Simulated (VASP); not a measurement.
A run of VASP 6.6.1 is set up as follows.

Contents of INCAR:

```
SYSTEM = C
PREC = Accurate ; ENCUT = 520
EDIFF = 1E-7 ; ISMEAR = 0
SIGMA = 0.05 ; LREAL = .FALSE.
LASPH = .TRUE. ; NELM = 80
ALGO = Normal ; ISIF = 2
LWAVE = .FALSE. ; LCHARG = .FALSE.
GGA = PE ; NBANDS = 11
```

The input KPOINTS:

```
regular mesh
0
G
  12 12 12
  0 0 0
```

POSCAR

```
C
1.0
    0.0000000000      1.7120640000      1.8547360000
    1.7120640000      0.0000000000      1.8547360000
    1.7120640000      1.7120640000      0.0000000000
C
2
Direct
    0.5000000000      0.5000000000      0.5000000000
    0.7500000000      0.7500000000      0.7500000000
```

Potentials or basis: VASP PAW PBE potentials, release 64 (C).

Run with:

```sh
$ cat potpaw_PBE.64/C/POTCAR > POTCAR
$ mpirun -np 1 vasp_std > vasp.out
```

**Question.** Predict the band gap on the k mesh.

**Answer.** 3.22 eV, indirect (least direct gap 4.98 eV).

**Question.** What does it give for the pressure?

**Answer.** 22.9 GPa.

Stress tensor (GPa, compression positive):
```
 50.93   0.00   0.00
  0.00  50.93   0.00
  0.00   0.00 -33.23
```

Caveat: the cell differs from its parent crystal (strain -0.040 along x and y, +0.040 along z). A k mesh can miss the band edges.
